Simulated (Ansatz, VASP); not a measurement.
**Si2W: VASP beside Ansatz**

```
W Si
1.0
    -1.61467    1.61467    3.93391
     1.61467   -1.61467    3.93391
     1.61467    1.61467   -3.93391
W Si
1 2
Direct
  0.00000 0.00000 0.00000
  0.33456 0.33456 0.00000
  0.66544 0.66544 0.00000
```

Alike in both runs: functional PBE; k mesh 18 × 18 × 18; occupations gaussian, width 0.1 eV; no spin polarisation.

Ansatz relaxed the structure, and its values are those at the end. VASP's run is a single point on that final structure, the one shown.

|  | VASP | Ansatz |
| --- | --- | --- |
| version | VASP 6.6.1 | Ansatz 0.2.0 |
| potentials or method | VASP PAW PBE potentials, release 64 (W_sv, Si), cutoff 500 eV | scalar-relativistic, plane waves, PAW |
| valence electrons in the cell | 22 | 22 |

```csv
,VASP,Ansatz,Ansatz less VASP
gap on the k mesh at the Fermi level (eV),none,none,-
pressure (GPa),0.0,0.0,0.00
```

A gap of «none» marks a metal or a gap that the smearing closes.

Neither program's run includes spin-orbit coupling.
